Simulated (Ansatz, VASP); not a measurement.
## PbSe: VASP beside Ansatz

File INCAR:

```
SYSTEM = PbSe
ALGO     = Normal         ! electronic algorithm
EDIFF    = 1E-6           ! SCF threshold, eV
ENCUT    = 520            ! plane-wave cutoff, eV
GGA      = PS             ! functional
ISIF     = 2              ! what is computed and relaxed
ISMEAR   = -1             ! smearing method
LASPH    = .TRUE.         ! aspherical terms in the spheres
LCHARG   = .FALSE.        ! write CHGCAR
LREAL    = .FALSE.        ! projectors in reciprocal space
LWAVE    = .FALSE.        ! write WAVECAR
NBANDS   = 17             ! bands
NELM     = 60             ! most SCF steps
PREC     = Accurate       ! precision mode
SIGMA    = 0.01           ! smearing width, eV
```

KPOINTS

```
k-points
0
G
  9 9 9
  0 0 0
```

The input POSCAR:

```
PbSe
1.0
    0.0000000000      3.0621500000      3.0621500000
    3.0621500000      0.0000000000      3.0621500000
    3.0621500000      3.0621500000      0.0000000000
Pb Se
1 1
Direct
    0.0000000000      0.0000000000      0.0000000000
    0.5000000000      0.5000000000      0.5000000000
```

Input for Ansatz:

```yaml
crystal:
  lattice:
    - [0.0, 3.06215, 3.06215]
    - [3.06215, 0.0, 3.06215]
    - [3.06215, 3.06215, 0.0]
  atoms:
    - { symbol: Pb, position: [0.0, 0.0, 0.0] }
    - { symbol: Se, position: [0.5, 0.5, 0.5] }
kpoints:
  mp_grid: { grid: [9, 9, 9] }
  band_path:
    path:
      - [0.0, 0.0, 0.0]
      - [0.5, 0.0, 0.5]
      - [0.625, 0.25, 0.625]
      - [0.375, 0.375, 0.75]
      - [0.0, 0.0, 0.0]
      - [0.5, 0.5, 0.5]
      - [0.5, 0.25, 0.75]
      - [0.5, 0.0, 0.5]
    npoints: 5
scf:
  occupations: { method: fermi_dirac, width: 0.01 }
hamiltonian:
  xc: pbesol
  pseudopotentials: { kind: all_electron, lapw: { basis_error: 0.00025 } }
output:
  forces: true
  stress: true
  eigenvalues: true
```

Alike in both runs: task single point; functional PBEsol; k mesh 9 × 9 × 9; occupations fermi-dirac, width 0.01 eV; no spin polarisation.

|  | VASP | Ansatz |
| --- | --- | --- |
| version | VASP 6.6.1 | Ansatz 0.2.0 |
| potentials or method | VASP PAW PBE potentials, release 64 (Pb_d, Se), cutoff 520 eV | all-electron LAPW, scalar-relativistic |

```csv
,VASP,Ansatz,Ansatz less VASP
pressure (GPa),-0.6,-0.6,+0.02
```

VASP's potentials were made for PBE, not for PBEsol. Ansatz ran all-electron here, and VASP with PAW potentials.

Neither program's run includes spin-orbit coupling.
